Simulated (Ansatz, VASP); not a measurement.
# B: VASP beside Ansatz

```
CELL_PARAMETERS angstrom
1.41152 -4.05001 0.00000
1.41152 4.05001 0.00000
0.00000 0.00000 1.87403
ATOMIC_POSITIONS crystal
B 0.68387 0.31613 0.50000
B 0.31613 0.68387 0.50000
B 0.50000 0.50000 0.00000
```

Alike in both runs: task relaxation of cell and atoms; functional PBE; k mesh 18 × 18 × 24; occupations gaussian, width 0.1 eV; no spin polarisation.

|  | VASP | Ansatz |
| --- | --- | --- |
| version | VASP 6.6.1 | Ansatz 0.2.0 |
| potentials or method | VASP PAW PBE potentials, release 64 (B), cutoff 600 eV | scalar-relativistic, plane waves, PAW |
| valence electrons in the cell | 9 | 9 |

```csv
,VASP,Ansatz,Ansatz less VASP
"gap on the k mesh at the Fermi level, each at its own relaxed structure (eV)",none,none,-
relaxed volume (Å³/atom),7.14,7.14,+0.003
relaxed cell length with the largest relative difference (Å),1.884,1.884,+0.0006
```

A gap of «none» marks a metal or a gap that the smearing closes.
